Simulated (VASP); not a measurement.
# GaP (R-3m) in VASP: a series of runs

The runs below take GaP through single point, with LDA.

Program: VASP 6.6.1. These are calculated values, not measurements. Logs are shortened: lines on timing, memory, paths and dates and some standing lists are left out, and cuts for length are marked.

### 1 The cell of the first run

Symmetry: R-3m, No. 166, trigonal system. The conventional cell has a = 3.939 Å, b = 3.939 Å, c = 18.774 Å, α = 90.00°, β = 90.00°, γ = 120.00°. Ga (site symmetry 3m) has 3 P at 2.42 Å and 1 Ga at 2.43 Å within 3.2 Å. Within 2.9 Å of P (site symmetry 3m) lie 1 P at 2.15 Å and 3 Ga at 2.42 Å.

### 2 Single point, LDA

INCAR

```
SYSTEM = GaP
PREC     = Accurate       ! precision mode
ENCUT    = 520            ! plane-wave cutoff, eV
EDIFF    = 1E-7           ! SCF threshold, eV
ISMEAR   = 0              ! smearing method
SIGMA    = 0.05           ! smearing width, eV
LREAL    = .FALSE.        ! projectors in reciprocal space
LASPH    = .TRUE.         ! aspherical terms in the spheres
NELM     = 60             ! most SCF steps
ALGO     = Normal         ! electronic algorithm
ISIF     = 2              ! what is computed and relaxed
LWAVE    = .FALSE.        ! write WAVECAR
LCHARG   = .FALSE.        ! write CHGCAR
GGA      = CA             ! functional
NBANDS   = 26             ! bands
```

KPOINTS

```
regular mesh
0
G
  12 12 12
  0 0 0
```

POSCAR

```
GaP
1.0
    1.9696351296      1.1371693723      6.2581577640
   -1.9696351296      1.1371693723      6.2581577640
    0.0000000000     -2.2743387446      6.2581577640
Ga P
2 2
Direct
    0.4353720000      0.4353720000      0.4353720000
    0.5646280000      0.5646280000      0.5646280000
    0.0573890000      0.0573890000      0.0573890000
    0.9426110000      0.9426110000      0.9426110000
```

Potentials or basis: VASP PAW LDA potentials, release 64 (Ga_d, P).

Launch:

```sh
$ cat potpaw_LDA.64/Ga_d/POTCAR potpaw_LDA.64/P/POTCAR > POTCAR
$ mpirun -np 1 vasp_std > vasp.out
```

OUTCAR:

```text
SYSTEM = GaP
   PREC = Accurate
   ENCUT = 520
   EDIFF = 1E-7
   ISMEAR = 0
   LREAL = .FALSE.
   LASPH = .TRUE.
   NELM = 60
   ISIF = 2
   GGA = CA

 ion  position               nearest neighbor table
   1  0.435  0.435  0.435-   3 2.42   3 2.42   3 2.42   2 2.43
   2  0.565  0.565  0.565-   4 2.42   4 2.42   4 2.42   1 2.43
   3  0.057  0.057  0.057-   4 2.15   1 2.42   1 2.42   1 2.42
   4  0.943  0.943  0.943-   3 2.15   2 2.42   2 2.42   2 2.42

  LATTYP: Found a trigonal (rhomboedric) cell.
 ALAT       =     6.6586151206
 COS(alpha) =     0.8250017388

  Lattice vectors:

 A1 = (   1.9696351296,   1.1371693723,   6.2581577640)
 A2 = (  -1.9696351296,   1.1371693723,   6.2581577640)
 A3 = (   0.0000000000,  -2.2743387446,   6.2581577640)

Analysis of symmetry for initial positions (statically):
=====================================================================
 Subroutine PRICEL returns:
 Original cell was already a primitive cell.

 Routine SETGRP: Setting up the symmetry group for a
 trigonal (rhombohedral) supercell.

 Subroutine GETGRP returns: Found 12 space group operations
 (whereof 12 operations were pure point group operations)
 out of a pool of 12 trial point group operations.

The static configuration has the point symmetry D_3d.

Analysis of symmetry for dynamics (positions and initial velocities):
=====================================================================
 Subroutine PRICEL returns:
 Original cell was already a primitive cell.

 Routine SETGRP: Setting up the symmetry group for a
 trigonal (rhombohedral) supercell.

 Subroutine GETGRP returns: Found 12 space group operations
 (whereof 12 operations were pure point group operations)
 out of a pool of 12 trial point group operations.

The dynamic configuration has the point symmetry D_3d.

 Subroutine INISYM returns: Found 12 space group operations
 (whereof 12 operations are pure point group operations),
 and found     1 'primitive' translations

----------------------------------------------------------------------------------------

                                     Primitive cell

  volume of cell :      84.1025

  direct lattice vectors                    reciprocal lattice vectors
     1.969635130  1.137169372  6.258157764     0.253854124  0.146562747  0.053263811
    -1.969635130  1.137169372  6.258157764    -0.253854124  0.146562747  0.053263811
     0.000000000 -2.274338745  6.258157764     0.000000000 -0.293125493  0.053263811

  length of vectors
     6.658615121  6.658615121  6.658615121     0.297925475  0.297925475  0.297925475

  position of ions in fractional coordinates (direct lattice)
     0.435372000  0.435372000  0.435372000
     0.564628000  0.564628000  0.564628000
     0.057389000  0.057389000  0.057389000
     0.942611000  0.942611000  0.942611000

  ion indices of the primitive-cell ions
   primitive index   ion index
                 1           1
                 2           2
                 3           3
                 4           4

----------------------------------------------------------------------------------------

 KPOINTS: regular mesh

Automatic generation of k-mesh.
 Grid dimensions read from file:
 generate k-points for:   12   12   12

 Generating k-lattice:

  Cartesian coordinates                     Fractional coordinates (reciprocal lattice)
     0.021154510  0.012213562  0.004438651     0.083333333  0.000000000  0.000000000
    -0.021154510  0.012213562  0.004438651     0.000000000  0.083333333  0.000000000
     0.000000000 -0.024427124  0.004438651     0.000000000  0.000000000  0.083333333

  Length of vectors
     0.024827123  0.024827123  0.024827123

  Shift w.r.t. Gamma in fractional coordinates (k-lattice)
     0.000000000  0.000000000  0.000000000

 Subroutine IBZKPT returns following result:
 ===========================================

 Found    189 irreducible k-points:

 Following reciprocal coordinates:
            Coordinates               Weight
  0.000000  0.000000  0.000000      1.000000
  0.083333  0.000000  0.000000      6.000000
  0.166667  0.000000  0.000000      6.000000
  0.250000  0.000000  0.000000      6.000000
  0.333333  0.000000  0.000000      6.000000
  0.416667  0.000000  0.000000      6.000000
[... 16 lines left out ...]
  0.500000  0.166667 -0.000000     12.000000
 -0.416667  0.166667  0.000000     12.000000
 [... further k-points ...]
   k-points           NKPTS =    189   k-points in BZ     NKDIM =    189   number of bands    NBANDS=     26
   number of dos      NEDOS =    301   number of ions     NIONS =      4
   total plane-waves  NPLWV = 125000
   dimension x,y,z NGX =    50 NGY =   50 NGZ =   50
   dimension x,y,z NGXF=   100 NGYF=  100 NGZF=  100
   ions per type =               2   2
   NGX,Y,Z   is equivalent  to a cutoff of  12.48, 12.48, 12.48 a.u.
   NGXF,Y,Z  is equivalent  to a cutoff of  24.97, 24.97, 24.97 a.u.
 SYSTEM =  GaP
   PREC   = accura    normal or accurate (medium, high low for compatibility)
   ISTART =      0    job   : 0-new  1-cont  2-samecut
   ICHARG =      2    charge: 1-file 2-atom 10-const
   ISPIN  =      1    spin polarized calculation?
   LNONCOLLINEAR =      F non collinear calculations
   LSORBIT =      F    spin-orbit coupling
   LASPH  =      T    aspherical Exc in radial PAW
   ENCUT  =  520.0 eV  38.22 Ry    6.18 a.u.  12.38 12.38 12.38*2*pi/ulx,y,z
   NELM   =     60;   NELMIN=  2; NELMDL= -5     # of ELM steps
   EDIFF  = 0.1E-06   stopping-criterion for ELM
   LREAL  =      F    real-space projection
   EDIFFG = 0.1E-05   stopping-criterion for IOM
   NSW    =      0    number of steps for IOM
   IBRION =     -1    ionic relax: 0-MD 1-quasi-New 2-CG
   NFREE  =      0    steps in history (QN), initial steepest desc. (CG)
   ISIF   =      2    stress and relaxation
   ISYM   =      2    0-nonsym 1-usesym 2-fastsym
   POTIM  = 0.5000    time-step for ionic-motion
   TEBEG  =    0.0;   TEEND  =   0.0 temperature during run
   PSTRESS=    0.0 pullay stress
   NELECT =      36.0000    total number of electrons
   NUPDOWN=      -1.0000    fix difference up-down
   EMIN   =  10.00;   EMAX   =-10.00  energy-range for DOS
   EFERMI =   0.00;   METHOD = LEGACY
   ISMEAR =     0;   SIGMA  =   0.05  broadening in eV -4-tet -1-fermi 0-gaus
   EFERMI_NEDOS =   21; number of points for ismear=-14 and -15
   IALGO  =     38    algorithm
   IMIX   =      4    mixing-type and parameters
     AMIX     =   0.40;   BMIX     =  1.00
     AMIX_MAG =   1.60;   BMIX_MAG =  1.00
  volume/ion in A,a.u.               =      21.03       141.89
  Fermi-wavevector in a.u.,A,eV,Ry     =   1.233785  2.331515 20.711129  1.522225
  Thomas-Fermi vector in A             =   2.368501
   LORBIT       =      0    0 simple, 1 ext, 2 COOP (PROOUT), +10 PAW based schemes
   GGA     = CA    functional components
   LHFCALC =     F    Hartree Fock is set to
   AEXX    =    0.0000 exact exchange contribution
   IVDW    =     0    specifies the selected vdW correction
   LEPSILON=     F    determine dielectric tensor
   LRPA    =     F    only Hartree local field effects (RPA)
 non-spin polarized calculation
 Gauss-broadening in eV      SIGMA  =   0.05
  energy-cutoff  :      520.00
  volume of cell :       84.10
 maximum number of plane-waves:      2291
 NGX is ok and might be reduce to    50

 number of electron      36.0000002 magnetization

 Free energy of the ion-electron system (eV)
  ---------------------------------------------------
  ext. energy  EPLUGINS =         0.00000000
  ---------------------------------------------------
  free energy    TOTEN  =       -20.26545207 eV

  energy without entropy =      -20.26545207  energy(sigma->0) =      -20.26545207

 E-fermi :   4.6571     XC(G=0):  -9.9889

 val. band max:        4.4539193156   @ k =   0.0000   0.0000   0.0000
 cond. band min:       5.0777864757   @ k =   0.1667   0.1667   0.1667
 fundamental gap:      0.6238671600
 Fermi energy:         4.6570974383

 k-point     1 :       0.0000    0.0000    0.0000
  band No.  band energies     occupation
      1     -10.4763      2.00000
      2     -10.3209      2.00000
      3     -10.3209      2.00000
      4     -10.2940      2.00000
      5     -10.2940      2.00000
      6     -10.2472      2.00000
[... 18 lines left out ...]
     25       8.6308      0.00000
     26      12.1899      0.00000

 k-point     2 :       0.0833    0.0000    0.0000
  band No.  band energies     occupation
      1     -10.4748      2.00000
      2     -10.3283      2.00000
      3     -10.3205      2.00000
      4     -10.2973      2.00000
      5     -10.2914      2.00000
      6     -10.2489      2.00000
[... 18 lines left out ...]
     25       8.8612      0.00000
     26      12.5319      0.00000

 k-point     3 :       0.1667    0.0000    0.0000
  band No.  band energies     occupation
      1     -10.4707      2.00000
      2     -10.3475      2.00000
      3     -10.3197      2.00000
      4     -10.3056      2.00000
      5     -10.2842      2.00000
      6     -10.2533      2.00000
[... 18 lines left out ...]
     25       9.4922      0.00000
     26      12.0850      0.00000

 k-point     4 :       0.2500    0.0000    0.0000
  band No.  band energies     occupation
      1     -10.4651      2.00000
      2     -10.3716      2.00000
      3     -10.3189      2.00000
      4     -10.3161      2.00000
      5     -10.2744      2.00000
      6     -10.2588      2.00000
[... 18 lines left out ...]
     25      10.3602      0.00000
     26      11.6329      0.00000
[... 496 lines left out ...]
      1     -10.4559      2.00000
      2     -10.3934      2.00000
      3     -10.3355      2.00000
      4     -10.3120      2.00000
      5     -10.2800      2.00000
      6     -10.2499      2.00000
[... 18 lines left out ...]
     25      10.1147      0.00000
     26      12.5555      0.00000

 k-point    23 :       0.5000    0.1667   -0.0000
  band No.  band energies     occupation
      1     -10.4511      2.00000
      2     -10.4068      2.00000
      3     -10.3392      2.00000
      4     -10.3119      2.00000
      5     -10.2814      2.00000
      6     -10.2470      2.00000
[... 18 lines left out ...]
     25      10.6214      0.00000
     26      12.4603      0.00000

 k-point    24 :      -0.4167    0.1667    0.0000
  band No.  band energies     occupation
      1     -10.4493      2.00000
      2     -10.4119      2.00000
      3     -10.3404      2.00000
      4     -10.3121      2.00000
      5     -10.2818      2.00000
      6     -10.2458      2.00000
[... 18 lines left out ...]
     25      11.4465      0.00000
     26      12.0003      0.00000

 [... further k-points ...]

------------------------ aborting loop because EDIFF is reached ----------------------------------------

  FORCE on cell =-STRESS in cart. coord.  units (eV):
  Direction    XX          YY          ZZ          XY          YZ          ZX
  --------------------------------------------------------------------------------------
  -------------------------------------------------------------------------------------
  Total       -3.5516100     -3.5516100      0.5539974      0.0000000      0.0000000      0.0000000
  in kB      -67.6592474    -67.6592474     10.5538190      0.0000000      0.0000000      0.0000000
  external PRESSURE =     -41.5882253 kB  Pullay stress =       0.0000000 kB

 VOLUME and BASIS-vectors are now :
 -----------------------------------------------------------------------------
  energy-cutoff  :      520.00
  volume of cell :       84.10
      direct lattice vectors                 reciprocal lattice vectors
     1.969635130  1.137169372  6.258157764     0.253854124  0.146562747  0.053263811
    -1.969635130  1.137169372  6.258157764    -0.253854124  0.146562747  0.053263811
     0.000000000 -2.274338745  6.258157764     0.000000000 -0.293125493  0.053263811

 POSITION                                       TOTAL-FORCE (eV/Angst)
 -----------------------------------------------------------------------------------
      0.00000      0.00000      8.17388         0.000000      0.000000     -0.167199
      0.00000      0.00000     10.60059         0.000000     -0.000000      0.167199
      0.00000      0.00000      1.07745         0.000000      0.000000      0.632564
      0.00000      0.00000     17.69703         0.000000      0.000000     -0.632564
 -----------------------------------------------------------------------------------
    total drift:                                0.000000     -0.000000      0.000000

  FREE ENERGIE OF THE ION-ELECTRON SYSTEM (eV)
  ---------------------------------------------------
  free  energy   TOTEN  =       -20.2654520715 eV

  energy  without entropy=      -20.2654520715  energy(sigma->0) =      -20.26545207
```

It took 11 min on 1 thread of Intel Xeon 6975P-C (Granite Rapids), shared host; peak memory 0.51 GiB.

What came out:

| Quantity | Value |
| --- | --- |
| Free energy | -20.2655 eV |
| Pressure | -4.2 GPa |
| Largest force | 0.633 eV/Å |
| Band gap on the k mesh | 0.62 eV (least direct gap 0.66 eV) |

Forces in eV/Å, atoms in the order of the input:
```
Ga   0.000  0.000 -0.167
Ga   0.000  0.000  0.167
P    0.000  0.000  0.633
P    0.000  0.000 -0.633
```

Levels at points of the mesh, in eV from the valence-band top:
```tsv
k point	band 15	band 16	band 17	band 18	band 19	band 20	band 21	band 22
(0.00, 0.00, 0.00)	-2.01	-0.22	0.00	0.00	0.66	1.44	3.02	3.40
(0.50, 0.00, 0.00)	-4.50	-2.96	-2.78	-1.76	1.38	2.57	4.04	4.60
(0.50, 0.50, 0.00)	-3.71	-3.26	-1.13	-0.41	0.90	1.20	1.52	3.89
(0.50, 0.50, 0.50)	-1.91	-1.91	-0.31	-0.31	0.67	2.05	3.64	3.64
```

Caveat: the cell stands under tension. A k mesh can miss the band edges.

### 3 Single point, LDA

This run uses another cell than the first one, of the same volume but with other edges.

INCAR

```
SYSTEM = GaP
ALGO     = Normal         ! electronic algorithm
EDIFF    = 1E-6           ! SCF threshold, eV
ENCUT    = 520            ! plane-wave cutoff, eV
GGA      = CA             ! functional
ISIF     = 2              ! what is computed and relaxed
ISMEAR   = 0              ! smearing method
LASPH    = .TRUE.         ! aspherical terms in the spheres
LCHARG   = .FALSE.        ! write CHGCAR
LREAL    = .FALSE.        ! projectors in reciprocal space
LWAVE    = .FALSE.        ! write WAVECAR
NBANDS   = 26             ! bands
NELM     = 80             ! most SCF steps
PREC     = Accurate       ! precision mode
SIGMA    = 0.05           ! smearing width, eV
```

KPOINTS

```
k-points
0
G
  12 12 12
  0 0 0
```

POSCAR

```
GaP
1.0
    1.9116707399      1.1037036163      6.6434226766
   -1.9116707399      1.1037036163      6.6434226766
    0.0000000000     -2.2074072326      6.6434226766
Ga P
2 2
Direct
    0.4353720000      0.4353720000      0.4353720000
    0.5646280000      0.5646280000      0.5646280000
    0.0573890000      0.0573890000      0.0573890000
    0.9426110000      0.9426110000      0.9426110000
```

Potentials or basis: VASP PAW LDA potentials, release 64 (Ga_d, P).

Launch:

```sh
$ cat potpaw_LDA.64/Ga_d/POTCAR potpaw_LDA.64/P/POTCAR > POTCAR
$ mpirun -np 1 vasp_std > vasp.out
```

Wall time 12 min (1 thread of Intel Xeon 6975P-C (Granite Rapids), shared host); peak memory 0.53 GiB.

The run converged. Its results:

| Property | Result |
| --- | --- |
| Free energy | -20.2540 eV |
| Pressure | -4.8 GPa |
| Largest force | 0.352 eV/Å |
| Band gap on the k mesh | 0.48 eV (least direct gap 0.84 eV) |

Forces on the atoms (eV/Å):
```
Ga   0.000  0.000  0.218
Ga   0.000  0.000 -0.218
P    0.000  0.000 -0.352
P    0.000  0.000  0.352
```

Stress tensor (GPa, compression positive):
```
 -2.13   0.00   0.00
  0.00  -2.13   0.00
  0.00   0.00 -10.07
```

Levels at points of the mesh, in eV from the valence-band top:
```tsv
k point	band 15	band 16	band 17	band 18	band 19	band 20	band 21	band 22
(0.00, 0.00, 0.00)	-1.55	-0.40	0.00	0.00	0.84	1.35	2.66	3.80
(0.50, 0.00, 0.00)	-4.45	-2.69	-2.66	-1.75	1.62	2.59	2.99	4.08
(0.50, 0.50, 0.00)	-3.89	-2.93	-1.31	-0.66	0.48	1.20	1.54	3.69
(0.50, 0.50, 0.50)	-1.46	-1.46	-0.20	-0.20	1.34	2.47	3.95	3.95
```

Caveat: the cell stands under tension. A k mesh can miss the band edges.
